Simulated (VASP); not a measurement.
Here is a VASP 6.6.1 calculation.

File POSCAR:

```
LiH
1.0
    0.0000000000      2.0019601015      2.0019601015
    2.0019601015      0.0000000000      2.0019601015
    2.0019601015      2.0019601015      0.0000000000
Li H
1 1
Direct
    0.0000000000      0.0000000000      0.0000000000
    0.5000000000      0.5000000000      0.5000000000
```

Contents of INCAR.step1:

```
PREC = Accurate
ENCUT = 830
ISMEAR = 0
SIGMA = 0.05
LREAL = F
LASPH = T
NELM = 120
NBANDS = 9
GGA = PE
ALGO = Normal
EDIFF = 1E-5
LWAVE = T
LCHARG = F
GGA_COMPAT = F
```

The input INCAR.step2:

```
PREC = Accurate
ENCUT = 830
EDIFF = 1E-6
ISMEAR = 0
SIGMA = 0.05
LREAL = F
LASPH = T
NELM = 120
ALGO = Normal
ISIF = 2
LWAVE = F
LCHARG = F
METAGGA = R2SCAN
LMIXTAU = T
NBANDS = 9
ISTART = 1
GGA_COMPAT = F
```

KPOINTS

```
regular mesh
0
Gamma
  10 10 10
```

Potentials or basis: VASP PAW PBE potentials, release 64 (Li_sv, H).

Command:

```bash
$ cat potpaw_PBE.64/Li_sv/POTCAR potpaw_PBE.64/H/POTCAR > POTCAR
$ cp INCAR.step1 INCAR
$ mpirun -np 1 vasp_std > vasp.out
$ cp INCAR.step2 INCAR
$ mpirun -np 1 vasp_std > vasp.out
```

Predict the pressure.

0.0 GPa.

Predict the band gap on the k mesh.

3.58 eV.

Caveat: the PAW data sets were made with another functional, which shifts forces and pressure a little. r2SCAN opens gaps a little over a GGA but as a rule still falls short of measured ones.
